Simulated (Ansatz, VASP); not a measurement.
Two plane-wave programs on BaTiO3

```
Ba Ti O
1.0
     2.70920    1.56416    2.21647
    -2.70920    1.56416    2.21647
     0.00000   -3.12831    2.21647
Ba Ti O
1 1 3
Direct
  0.99423 0.99423 0.99423
  0.49423 0.49423 0.49423
  0.49421 0.99422 0.49421
  0.49421 0.49421 0.99422
  0.99422 0.49421 0.49421
```

Change from the starting cell: equal strain along all axes, cell held, atoms relaxed: -4.5 %.

Alike in both runs: functional r2SCAN; k mesh 6 × 6 × 6; occupations gaussian, width 0.02 eV; no spin polarisation; Hubbard terms Ti d U = 4.0 eV.

Ansatz relaxed the structure, and its values are those at the end. VASP's run is a single point on that final structure, the one shown.

```csv
,VASP,Ansatz
version,VASP 6.6.1,Ansatz 0.2.0
potentials or method,"VASP PAW PBE potentials, release 64 (Ba_sv, Ti_sv, O), cutoff 520 eV","scalar-relativistic, plane waves, PAW"
valence electrons in the cell,40,40
```

|  | VASP | Ansatz | Ansatz less VASP |
| --- | --- | --- | --- |
| gap on the k mesh at the Fermi level (eV) | 3.00 | 3.01 | +0.011 |
| least direct gap on the mesh (eV) | 3.04 | 3.01 | -0.026 |
| pressure (GPa) | 37.2 | 31.0 | -6.11 |
| rms of the force components (eV/Å) | 0.005 | 0.000 | -0.0045 |

VASP's potentials were made for PBE, not for r2SCAN. The programs project onto different local orbitals, so the same U acts differently, and such runs can settle in different states. The pressures are high and differ by over a tenth, so treat them with care. Ansatz's warnings: near symmetry operation missed by atoms, stress scf threshold loose.

Neither program's run includes spin-orbit coupling.
